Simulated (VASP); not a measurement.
# Mg: single point with PBEsol

Crystal: Mg.

```
Mg
1.0
    -1.77945    1.77945    1.76595
     1.77945   -1.77945    1.76595
     1.77945    1.77945   -1.76595
Mg
1
Direct
  0.00000 0.00000 0.00000
```

This isn't the form of Mg at room conditions, which is hcp.

```json
{
 "Program": "VASP 6.6.1",
 "Task": "single point",
 "Functional": "PBEsol",
 "Potentials or basis": "VASP PAW PBE potentials, release 64 (Mg)",
 "Cutoff": "520 eV",
 "k mesh": "18 × 18 × 18",
 "Occupations": "gaussian, width 0.15 eV",
 "Spin": "no spin polarisation",
 "Dipole correction": "no",
 "Further INCAR settings": "ALGO = Fast; EDIFF = 1e-06; NBANDS = 7"
}
```

```yaml
Pressure: 0.1 GPa
Band_gap_on_the_k_mesh: zero (bands 1 and 2 overlap by 4.81 eV)
```

Levels at points of the mesh, in eV from the Fermi level:
```tsv
k point	band 1	band 2	band 3	band 4	band 5
(0.00, 0.00, 0.00)	-7.07	13.06	13.21	13.21	15.12
(0.50, 0.00, 0.00)	-1.53	-0.90	8.65	9.46	10.30
(0.50, 0.50, 0.00)	-1.56	-0.95	8.79	9.59	10.45
(0.50, 0.50, 0.50)	3.85	3.85	3.96	4.03	4.03
```

Run time: 26 s on 1 thread of AMD EPYC 9R45 96-Core Processor (Zen 5), on a shared host, peak memory 0.17 GiB.

Caveat: the PAW data sets were made with another functional, which shifts forces and pressure a little.
